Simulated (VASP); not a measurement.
Pb: single point with PBE

The system is Pb.

```xyz
4
Lattice="3.6663 0.0000 0.0000 -1.8332 3.1751 0.0000 0.0000 0.0000 11.8498" Properties=species:S:1:pos:R:3 pbc="T T T"
Pb    1.8332    3.1751    0.0000
Pb    1.8332    3.1751    5.9249
Pb    0.0000    2.1168    2.9625
Pb    1.8332    1.0584    8.8874
```

This cell differs from its parent crystal: volume scaled by 1.08.

```
Program             : VASP 6.6.1
Task                : single point
Functional          : PBE
Potentials or basis : VASP PAW PBE potentials, release 64 (Pb_d)
Cutoff              : 520 eV
k mesh              : 11 × 11 × 3
Occupations         : fermi-dirac, width 0.1 eV
Spin                : no spin polarisation
```

The pressure is -2.6 GPa and the band gap on the k mesh is zero (band 28 reaches 10.80 eV, above the bottom of band 29 at 4.74 eV).

Stress tensor (GPa, compression positive):
```
-2.61  0.00  0.00
 0.00 -2.61  0.00
 0.00  0.00 -2.50
```

Levels at points of the mesh, in eV from the Fermi level:
```csv
k point,band 24,band 25,band 26,band 27,band 28,band 29,band 30,band 31,band 32,band 33
"(0.00, 0.00, 0.00)",-7.97,-3.61,0.63,0.64,4.76,4.76,5.44,5.44,5.49,5.49
```

It took 56 s on 1 thread of Intel(R) Xeon(R) 6975P-C (Granite Rapids) (shared host), peak memory 0.29 GiB.

Caveat: spin-orbit coupling is left out, which moves the levels of the heavy elements.
